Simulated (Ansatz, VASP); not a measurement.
## One calculation of Al3GaN4, two programs

INCAR

```
SYSTEM = Al3GaN4
ALGO = Normal
EDIFF = 1E-6
ENCUT = 520
GGA = PS
ISIF = 2
ISMEAR = 0
LASPH = .True.
LCHARG = .False.
LREAL = .False.
LWAVE = .False.
NBANDS = 31
NELM = 80
PREC = Accurate
SIGMA = 0.05
```

File KPOINTS:

```
k-points
0
Gamma
  6 6 6
  0 0 0
```

The input POSCAR:

```
Al3GaN4
1.0
    4.7595544276      0.0000000000      0.0000000000
    0.0000000000      4.7595544276      0.0000000000
    0.0000000000      0.0000000000      4.5832746340
Al Ga N
3 1 4
Direct
    0.5000000000      0.5000000000      0.0000000000
    0.5000000000      0.0000000000      0.5000000000
    0.0000000000      0.5000000000      0.5000000000
    0.0000000000      0.0000000000      0.0000000000
    0.7447077174      0.7447077174      0.2552922826
    0.7447077174      0.2552922826      0.7447077174
    0.2552922826      0.7447077174      0.7447077174
    0.2552922826      0.2552922826      0.2552922826
```

Input for Ansatz:

```yaml
crystal:
  lattice:
    - [4.7595544276, 0.0, 0.0]
    - [0.0, 4.7595544276, 0.0]
    - [0.0, 0.0, 4.583274634]
  atoms:
    - { symbol: Al, position: [0.5, 0.5, 0.0] }
    - { symbol: Al, position: [0.5, 0.0, 0.5] }
    - { symbol: Al, position: [0.0, 0.5, 0.5] }
    - { symbol: Ga, position: [0.0, 0.0, 0.0] }
    - { symbol: "N", position: [0.7447077174, 0.7447077174, 0.2552922826] }
    - { symbol: "N", position: [0.7447077174, 0.2552922826, 0.7447077174] }
    - { symbol: "N", position: [0.2552922826, 0.7447077174, 0.7447077174] }
    - { symbol: "N", position: [0.2552922826, 0.2552922826, 0.2552922826] }
basis:
  ecutwfc: 420
kpoints:
  mp_grid: { grid: [6, 6, 6] }
hamiltonian:
  xc: pbesol
scf:
  occupations: { method: gaussian, width: 0.05 }
output:
  forces: true
  stress: true
  eigenvalues: true
```

Change from the starting cell: strain +0.080 along x and y, +0.040 along z, atoms carried along.

Alike in both runs: task single point; functional PBEsol; k mesh 6 × 6 × 6; occupations gaussian, width 0.05 eV; no spin polarisation.

|  | VASP | Ansatz |
| --- | --- | --- |
| version | VASP 6.6.1 | Ansatz 0.2.0 |
| potentials or method | VASP PAW PBE potentials, release 64 (Al, Ga_d, N), cutoff 520 eV | scalar-relativistic, plane waves, PAW |
| valence electrons in the cell | 42 | 42 |

```tsv
	VASP	Ansatz	Ansatz less VASP
gap on the k mesh at the Fermi level (eV)	1.86	1.86	-0.007
least direct gap on the mesh (eV)	1.86	1.86	-0.007
pressure (GPa)	-25.9	-25.8	+0.10
traceless stress, the component that is largest in VASP (GPa)	3.13	3.13	-0.004
rms of the force components (eV/Å)	0.016	0.014	-0.0024
```

VASP's potentials were made for PBE, not for PBEsol. Atom by atom the forces differ by 0.003 eV/Å (rms over components). The functional is the same, so the differences come from potentials, cutoffs and numerics.
